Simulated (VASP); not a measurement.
# Al (Im-3m) in VASP: further runs, part 2 of 2

VASP 6.6.1. Earlier steps stand in the parts before.

## 3. Single point, PBE

The input, INCAR:

```
SYSTEM = Al
PREC = Accurate ; ENCUT = 520
EDIFF = 1E-6 ; ISMEAR = -1
SIGMA = 0.05 ; LREAL = .False.
LASPH = .True. ; NELM = 80
ALGO = Normal ; ISIF = 2
LWAVE = .False. ; LCHARG = .False.
GGA = PE ; NBANDS = 8
```

The input, KPOINTS:

```
regular mesh
0
Gamma
  20 20 20
  0 0 0
```

The input, POSCAR:

```
Al
1.0
   -1.3566192508      1.3566192508      1.3566192508
    1.3566192508     -1.3566192508      1.3566192508
    1.3566192508      1.3566192508     -1.3566192508
Al
1
Direct
    0.0000000000      0.0000000000      0.0000000000
```

Potentials or basis: VASP PAW PBE potentials, release 64 (Al).

On the command line:

```bash
cat potpaw_PBE.64/Al/POTCAR > POTCAR
mpirun -np 1 vasp_std > vasp.out
```

OUTCAR:

```text
SYSTEM = Al
   PREC = Accurate
   ENCUT = 520
   EDIFF = 1E-6
   ISMEAR = -1
   LREAL = .False.
   LASPH = .True.
   NELM = 80
   ISIF = 2
   GGA = PE

 ion  position               nearest neighbor table
   1  0.000  0.000  0.000-

  LATTYP: Found a body centered cubic cell.
 ALAT       =     2.7132385016

  Lattice vectors:

 A1 = (  -1.3566192508,   1.3566192508,   1.3566192508)
 A2 = (   1.3566192508,  -1.3566192508,   1.3566192508)
 A3 = (   1.3566192508,   1.3566192508,  -1.3566192508)

Analysis of symmetry for initial positions (statically):
=====================================================================
 Subroutine PRICEL returns:
 Original cell was already a primitive cell.

 Routine SETGRP: Setting up the symmetry group for a
 body centered cubic supercell.

 Subroutine GETGRP returns: Found 48 space group operations
 (whereof 48 operations were pure point group operations)
 out of a pool of 48 trial point group operations.

The static configuration has the point symmetry O_h .

Analysis of symmetry for dynamics (positions and initial velocities):
=====================================================================
 Subroutine PRICEL returns:
 Original cell was already a primitive cell.

 Routine SETGRP: Setting up the symmetry group for a
 body centered cubic supercell.

 Subroutine GETGRP returns: Found 48 space group operations
 (whereof 48 operations were pure point group operations)
 out of a pool of 48 trial point group operations.

The dynamic configuration has the point symmetry O_h .

 Subroutine INISYM returns: Found 48 space group operations
 (whereof 48 operations are pure point group operations),
 and found     1 'primitive' translations

----------------------------------------------------------------------------------------

                                     Primitive cell

  volume of cell :       9.9870

[... 101 lines left out ...]
   ISMEAR =    -1;   SIGMA  =   0.05  broadening in eV -4-tet -1-fermi 0-gaus
   EFERMI_NEDOS =   21; number of points for ismear=-14 and -15
   IALGO  =     38    algorithm
   IMIX   =      4    mixing-type and parameters
     AMIX     =   0.40;   BMIX     =  1.00
     AMIX_MAG =   1.60;   BMIX_MAG =  1.00
  volume/ion in A,a.u.               =       9.99        67.40
  Fermi-wavevector in a.u.,A,eV,Ry     =   1.096404  2.071903 16.355587  1.202102
  Thomas-Fermi vector in A             =   2.232745
   LORBIT       =      0    0 simple, 1 ext, 2 COOP (PROOUT), +10 PAW based schemes
   GGA     = PE    functional components
   LHFCALC =     F    Hartree Fock is set to
   AEXX    =    0.0000 exact exchange contribution
   IVDW    =     0    specifies the selected vdW correction
   LEPSILON=     F    determine dielectric tensor
   LRPA    =     F    only Hartree local field effects (RPA)
 non-spin polarized calculation
  energy-cutoff  :      520.00
  volume of cell :        9.99
 maximum number of plane-waves:       277
 NGX is ok and might be reduce to    18
   NGX =  9   NGY =  9   NGZ =  9

 number of electron       3.0000000 magnetization

 Free energy of the ion-electron system (eV)
  ---------------------------------------------------
  ext. energy  EPLUGINS =         0.00000000
  ---------------------------------------------------
  free energy    TOTEN  =        -2.13119566 eV

  energy without entropy =       -2.12853803  energy(sigma->0) =       -2.12986685

 E-fermi :  14.3876     XC(G=0): -12.1789

 val. band max:       14.3773909902   @ k =  -0.4000   0.5000   0.3000
 cond. band min:      14.4108188431   @ k =   0.3000   0.1000   0.0500
 fundamental gap:      0.0334278529
 Fermi energy:        14.3875828450

 k-point     1 :       0.0000    0.0000    0.0000
  band No.  band energies     occupation
      1      -0.6650      2.00000
      2      31.1719      0.00000
      3      31.1719      0.00000
      4      31.1719      0.00000
      5      35.1782      0.00000
      6      35.1782      0.00000
      7      37.8439      0.00000
      8      37.8439      0.00000
[... 243 lines left out ...]
 k-point    24 :       0.2500    0.1000    0.0000
  band No.  band energies     occupation
      1       3.1479      2.00000
      2      17.7059      0.00000
      3      22.9207      0.00000
      4      27.6543      0.00000
      5      30.8509      0.00000
      6      34.4255      0.00000
      7      37.9698      0.00000
      8      42.3750      0.00000

 [... further k-points ...]
[... 5 lines left out ...]
  --------------------------------------------------------------------------------------
  -------------------------------------------------------------------------------------
  Total        6.9014919      6.9014919      6.9014919      0.0000000     -0.0000000     -0.0000000
  in kB     1107.1836126   1107.1836126   1107.1836126      0.0000000     -0.0000000     -0.0000000
  external PRESSURE =    1107.1836126 kB  Pullay stress =       0.0000000 kB

 VOLUME and BASIS-vectors are now :
 -----------------------------------------------------------------------------
  energy-cutoff  :      520.00
  volume of cell :        9.99
      direct lattice vectors                 reciprocal lattice vectors
    -1.356619251  1.356619251  1.356619251     0.000000000  0.368563250  0.368563250
     1.356619251 -1.356619251  1.356619251     0.368563250  0.000000000  0.368563250
     1.356619251  1.356619251 -1.356619251     0.368563250  0.368563250  0.000000000

 POSITION                                       TOTAL-FORCE (eV/Angst)
 -----------------------------------------------------------------------------------
      0.00000      0.00000      0.00000         0.000000      0.000000      0.000000
 -----------------------------------------------------------------------------------
    total drift:                                0.000000     -0.000000     -0.000000

  FREE ENERGIE OF THE ION-ELECTRON SYSTEM (eV)
  ---------------------------------------------------
  free  energy   TOTEN  =        -2.1311956639 eV

  energy  without entropy=       -2.1285380266  energy(sigma->0) =       -2.12986685
```

OSZICAR:

```text
N       E                     dE             d eps       ncg     rms          rms(c)
DAV:   1    -0.170816505559E+00   -0.17082E+00   -0.10514E+03  4128   0.219E+02
DAV:   2    -0.219856783691E+01   -0.20278E+01   -0.19173E+01  6064   0.241E+01
DAV:   3    -0.220477988876E+01   -0.62121E-02   -0.62104E-02  4896   0.151E+00
DAV:   4    -0.220478997033E+01   -0.10082E-04   -0.10082E-04  6344   0.507E-02
DAV:   5    -0.220478998492E+01   -0.14581E-07   -0.13938E-07  4968   0.116E-03    0.276E+00
DAV:   6    -0.216005826753E+01    0.44732E-01   -0.82745E-04  4848   0.166E-01    0.157E+00
DAV:   7    -0.213124511893E+01    0.28813E-01   -0.35479E-03  4720   0.319E-01    0.370E-01
DAV:   8    -0.213128474964E+01   -0.39631E-04   -0.62789E-05  5776   0.532E-02    0.306E-01
DAV:   9    -0.213119550312E+01    0.89247E-04   -0.11923E-05  4616   0.241E-02    0.184E-03
DAV:  10    -0.213119566387E+01   -0.16075E-06   -0.59924E-08  4984   0.193E-03
   1 F= -.21311957E+01 E0= -.21298668E+01  d E =-.265764E-02
```

stdout:

```text
POSCAR found type information on POSCAR Al
 POSCAR found :  1 types and       1 ions
 scaLAPACK will be used
 LDA part: xc-table for (Slater+PW92), standard interpolation
 POSCAR, INCAR and KPOINTS ok, starting setup
 FFT: planning ... GRIDC
 FFT: planning ... GRID_SOFT
 FFT: planning ... GRID
 WAVECAR not read
 entering main loop
```

It took 13 s on 1 thread of Intel Xeon Platinum 8259CL at 2.50GHz (Skylake/Cascade Lake), shared host; peak memory 0.12 GiB.

Results:

```yaml
Free_energy: -2.1312 eV
Pressure: 110.7 GPa
```

Levels at points of the mesh, in eV from the Fermi level:
```tsv
k point	band 1	band 2	band 3	band 4
(0.00, 0.00, 0.00)	-15.05	16.78	16.78	16.78
(0.50, 0.00, 0.00)	-6.31	-4.61	9.55	13.14
(0.50, 0.50, 0.50)	1.91	1.91	3.20	3.20
```

## 4. Relaxation of cell and atoms, PBE, target pressure 110 GPa, at which the enthalpy is minimised

The input, INCAR:

```
  PREC = Accurate
  ENCUT = 600
  EDIFF = 1E-7
  ISMEAR = -1
  SIGMA = 0.05
  LREAL = False
  LASPH = True
  NELM = 80
  ALGO = Normal
  ISIF = 3
  LWAVE = False
  LCHARG = False
  GGA = PE
  IBRION = 2
  NSW = 32
  EDIFFG = -0.005
  PSTRESS = 1100.0
```

The input, KPOINTS:

```
Automatic mesh
0
Gamma
  20 20 20
```

The input, POSCAR:

```
Al
1.0
   -1.3571391195      1.3571391195      1.3571391195
    1.3571391195     -1.3571391195      1.3571391195
    1.3571391195      1.3571391195     -1.3571391195
Al
1
Direct
    0.0000000000      0.0000000000      0.0000000000
```

On the command line:

```bash
cat potpaw_PBE.64/Al/POTCAR > POTCAR
mpirun -np 1 vasp_std > vasp.out
```

It took 9.9 s on 1 thread of Intel Xeon 6975P-C (Granite Rapids), shared host; peak memory 0.13 GiB.

The run converged. Its results:

```
Free energy                                            : -2.1426 eV
Relaxed volume                                         : 10.00 Å³/atom
Relaxed cell                                           : a = 2.351 Å, b = 2.351 Å, c = 2.351 Å, α = 109.47°, β = 109.47°, γ = 109.47°
Space group after relaxing (to 0.05 Å)                 : Im-3m (No. 229)
Energy change on relaxing (the enthalpy is what falls) : -3.3 meV/atom
Ionic steps                                            : 3
Pressure after relaxing                                : 110.0 GPa
```

The path:
| step | energy change (eV) | largest force (eV/Å) | pressure (GPa) | volume (Å³) |
| --- | --- | --- | --- | --- |
| 1 | 0.0000 | 0.0000 | 110.22 | 10.00 |
| 2 | -0.0137 | 0.0000 | 109.36 | 10.02 |
| 3 | -0.0033 | 0.0000 | 110.01 | 10.00 |

Final structure:
```xyz
1
Lattice="-1.3574 1.3574 1.3574 1.3574 -1.3574 1.3574 1.3574 1.3574 -1.3574" Properties=species:S:1:pos:R:3 pbc="T T T"
Al    0.0000    0.0000    0.0000
```

Levels at points of the mesh, in eV from the Fermi level:
| k point | band 1 | band 2 | band 3 | band 4 | band 5 |
| --- | --- | --- | --- | --- | --- |
| (0.00, 0.00, 0.00) | -15.04 | 16.77 | 16.77 | 16.77 | 20.77 |
| (0.50, 0.00, 0.00) | -6.30 | -4.60 | 9.54 | 13.12 | 13.97 |
| (0.50, 0.50, 0.50) | 1.91 | 1.91 | 3.19 | 3.19 | 3.19 |

Caveat: the cell is relaxed towards a set pressure, so the enthalpy falls and the energy may rise.

## 5. Relaxation of cell and atoms, PBE, target pressure 110 GPa, at which the enthalpy is minimised

This run uses another cell than the first one, of 10.10 Å³/atom, 1.011 times its volume.

The input, INCAR:

```
PREC = Accurate
ENCUT = 600
EDIFF = 1E-6
ISMEAR = -1
SIGMA = 0.05
LREAL = F
LASPH = T
NELM = 80
ALGO = Normal
ISIF = 3
LWAVE = F
LCHARG = F
GGA = PE
IBRION = 2
NSW = 60
EDIFFG = -0.005
PSTRESS = 1100.0
```

The input, KPOINTS:

```
regular mesh
0
Gamma
  20 20 20
```

The input, POSCAR:

```
Al
1.0
   -1.3619286722      1.3619286722      1.3619286722
    1.3619286722     -1.3619286722      1.3619286722
    1.3619286722      1.3619286722     -1.3619286722
Al
1
Direct
    0.0000000000      0.0000000000      0.0000000000
```

On the command line:

```bash
cat potpaw_PBE.64/Al/POTCAR > POTCAR
mpirun -np 1 vasp_std > vasp.out
```

Run time: 11 s. Hardware: 1 thread of Intel Xeon 6975P-C (Granite Rapids), shared host; peak memory 0.13 GiB.

Results (log left out):

```
Free energy                                            : -2.1435 eV
Relaxed volume                                         : 10.00 Å³/atom
Relaxed cell                                           : a = 2.351 Å, b = 2.351 Å, c = 2.351 Å, α = 109.47°, β = 109.47°, γ = 109.47°
Space group after relaxing (to 0.05 Å)                 : Im-3m (No. 229)
Energy change on relaxing (the enthalpy is what falls) : +67.5 meV/atom
Ionic steps                                            : 3
Pressure after relaxing                                : 110.0 GPa
```

Step by step:
| step | energy change (eV) | largest force (eV/Å) | pressure (GPa) | volume (Å³) |
| --- | --- | --- | --- | --- |
| 1 | 0.0000 | 0.0000 | 105.71 | 10.10 |
| 2 | 0.2788 | 0.0000 | 123.33 | 9.71 |
| 3 | 0.0675 | 0.0000 | 109.96 | 10.00 |

Final structure:
```cif
data_structure
_symmetry_space_group_name_H-M 'P 1'
_symmetry_Int_Tables_number 1
_cell_length_a 2.3511
_cell_length_b 2.3511
_cell_length_c 2.3511
_cell_angle_alpha 109.471
_cell_angle_beta 109.471
_cell_angle_gamma 109.471
_cell_volume 10.00
loop_
_atom_site_label
_atom_site_type_symbol
_atom_site_fract_x
_atom_site_fract_y
_atom_site_fract_z
_atom_site_occupancy
Al1 Al 0.00000 0.00000 0.00000 1
```

Levels at points of the mesh, in eV from the Fermi level:
| k point | band 1 | band 2 | band 3 | band 4 | band 5 |
| --- | --- | --- | --- | --- | --- |
| (0.00, 0.00, 0.00) | -15.04 | 16.77 | 16.77 | 16.77 | 20.77 |
| (0.50, 0.00, 0.00) | -6.30 | -4.60 | 9.54 | 13.12 | 13.97 |
| (0.50, 0.50, 0.50) | 1.91 | 1.91 | 3.19 | 3.19 | 3.19 |

Caveat: the cell is relaxed towards a set pressure, so the enthalpy falls and the energy may rise.

## 6. Overview

| task | cell | cutoff (eV) | gap on the mesh (eV) | pressure (GPa) |
| --- | --- | --- | --- | --- |
| single point | a = 2.351 Å, angles 109.5°, 1 atom | 520 | none | 110.2 |
| single point | a = 2.350 Å, angles 109.5°, 1 atom | 520 | none | 110.7 |
| relaxation of cell and atoms | relaxed to 110 GPa from a = 2.351 Å, angles 109.5°, 1 atom | 600 | none | 110.0 |
| relaxation of cell and atoms | relaxed to 110 GPa from a = 2.359 Å, angles 109.5°, 1 atom | 600 | none | 110.0 |

Alike in all rows: level PBE; potentials or basis VASP PAW PBE potentials, release 64 (Al); no spin polarisation; k mesh 20 × 20 × 20; smearing fermi-dirac 0.05 eV.

Caveats: the cell is relaxed towards a set pressure, so the enthalpy falls and the energy may rise (some runs).

Absolute energies hang on the potentials; compare differences alone.
